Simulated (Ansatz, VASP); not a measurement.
# InP in VASP and in Ansatz

File INCAR:

```
SYSTEM = InP
PREC = Accurate
ENCUT = 500
EDIFF = 1E-6
ISMEAR = 0
SIGMA = 0.1
LREAL = .FALSE.
LASPH = .TRUE.
NELM = 120
ALGO = Normal
ISIF = 2
LWAVE = .FALSE.
LCHARG = .TRUE.
GGA = CA
LELF = .TRUE.
LVHAR = .TRUE.
NBANDS = 16
GGA_COMPAT = .FALSE.
```

KPOINTS

```
Automatic mesh
0
G
  6 6 6
  0 0 0
```

File POSCAR:

```
InP
1.0
    0.0000000000      2.9450000000      2.9450000000
    2.9450000000      0.0000000000      2.9450000000
    2.9450000000      2.9450000000      0.0000000000
In P
1 1
Direct
    0.0000000000      0.0000000000      0.0000000000
    0.2500000000      0.2500000000      0.2500000000
```

Input for Ansatz:

```yaml
crystal:
  lattice:
    - [0.0, 2.945, 2.945]
    - [2.945, 0.0, 2.945]
    - [2.945, 2.945, 0.0]
  atoms:
    - { symbol: In, position: [0.0, 0.0, 0.0] }
    - { symbol: P, position: [0.25, 0.25, 0.25] }
basis:
  ecutwfc: 420
kpoints:
  mp_grid: { grid: [6, 6, 6] }
hamiltonian:
  xc: lda
  pseudopotentials: { kind: paw, azcp: { folder: soft_1 } }
scf:
  occupations: { method: gaussian, width: 0.1 }
output:
  forces: true
  stress: true
  eigenvalues: true
```

Alike in both runs: task single point; functional LDA; k mesh 6 × 6 × 6; occupations gaussian, width 0.1 eV; no spin polarisation.

```csv
,VASP,Ansatz
version,VASP 6.6.1,Ansatz 0.2.0
potentials or method,"VASP PAW LDA potentials, release 64 (In_d, P), cutoff 500 eV","scalar-relativistic, plane waves, PAW"
valence electrons in the cell,18,18
```

|  | VASP | Ansatz | Ansatz less VASP |
| --- | --- | --- | --- |
| gap on the k mesh at the Fermi level (eV) | 0.43 | 0.40 | -0.031 |
| least direct gap on the mesh (eV) | 0.43 | 0.40 | -0.031 |
| pressure (GPa) | -2.1 | -2.2 | -0.02 |

Ansatz warns that its potentials were made for another functional, while VASP's fit it. LDA's correlation is that of Perdew and Zunger in VASP and of Perdew and Wang (1992) in Ansatz.
